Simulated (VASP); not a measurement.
Crystal: NiO.

```
CELL_PARAMETERS angstrom
0.00000 2.13374 2.13374
2.13374 0.00000 2.13374
2.13374 2.13374 0.00000
ATOMIC_POSITIONS crystal
Ni 0.00000 0.00000 0.00000
O 0.50000 0.50000 0.50000
```

* Program: VASP 6.6.1
* Task: relaxation of cell and atoms
* Functional: PBE
* Potentials or basis: VASP PAW PBE potentials, release 64 (Ni, O)
* Cutoff: 600 eV
* k mesh: 12 × 12 × 12
* Occupations: gaussian, width 0.02 eV
* Spin: collinear spin, ferromagnetic start
* Starting moments: [1.91, 0.21] μB
* Hubbard terms: Ni d U = 6.2 eV

At the start: pressure -8.4 GPa; volume 9.71 Å³/atom.

**Question.** Where does the relaxation end?

**Answer.** Over 3 steps the energy falls by 13.3 meV/atom and the volume is 9.23 Å³/atom (-5.0 %); space group Fm-3m (No. 225, to 0.05 Å); moment 2.00 μB per cell.

The path:
| step | energy change (eV) | largest force (eV/Å) | pressure (GPa) | volume (Å³) |
| --- | --- | --- | --- | --- |
| 1 | 0.0000 | 0.0000 | -8.41 | 19.43 |
| 2 | -0.0208 | 0.0000 | 4.47 | 18.03 |
| 3 | -0.0267 | 0.0000 | 0.01 | 18.46 |

Final structure:
```yaml
crystal:
  lattice:
    - [0.00000, 2.09753, 2.09753]
    - [2.09753, 0.00000, 2.09753]
    - [2.09753, 2.09753, 0.00000]
  atoms:
    - { symbol: Ni, position: [0.00000, 0.00000, 0.00000] }
    - { symbol: O, position: [0.50000, 0.50000, 0.50000] }
```

Caveat: a cell with one magnetic atom can't hold antiferromagnetic order, which such compounds often take.
